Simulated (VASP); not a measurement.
A run of VASP 6.6.1:

Contents of INCAR:

```
ALGO = Normal ; EDIFF = 1E-6
ENCUT = 520 ; GGA = PS
ISIF = 2 ; ISMEAR = 0
LASPH = True ; LCHARG = False
LREAL = False ; LWAVE = False
NBANDS = 26 ; NELM = 80
PREC = Accurate ; SIGMA = 0.02
```

File KPOINTS:

```
k-points
0
Gamma
  8 8 6
```

The input POSCAR:

```
ZnSe
1.0
    4.1733020009      0.0000000000      0.0000000000
    0.0000000000      4.1733020009      0.0000000000
    0.0000000000      0.0000000000      6.3494039895
Zn Se
2 2
Direct
    0.0000000000      0.0000000000      0.0000000000
    0.5000000000      0.5000000000      0.0000000000
    0.0000000000      0.5000000000      0.3045226698
    0.5000000000      0.0000000000      0.6954773302
```

Potentials or basis: VASP PAW PBE potentials, release 64 (Zn, Se).

Run with:

```bash
$ cat potpaw_PBE.64/Zn/POTCAR potpaw_PBE.64/Se/POTCAR > POTCAR
$ mpirun -np 1 vasp_std > vasp.out
```

Hardware: 1 thread of Intel Xeon 8259CL, with other jobs on the host.

Task: Estimate the wall time of this run.

Result: Run time: 110 s on 1 thread of Intel Xeon 8259CL, with other jobs on the host, peak memory 0.31 GiB. Counts: scf iterations 13, k points 60.
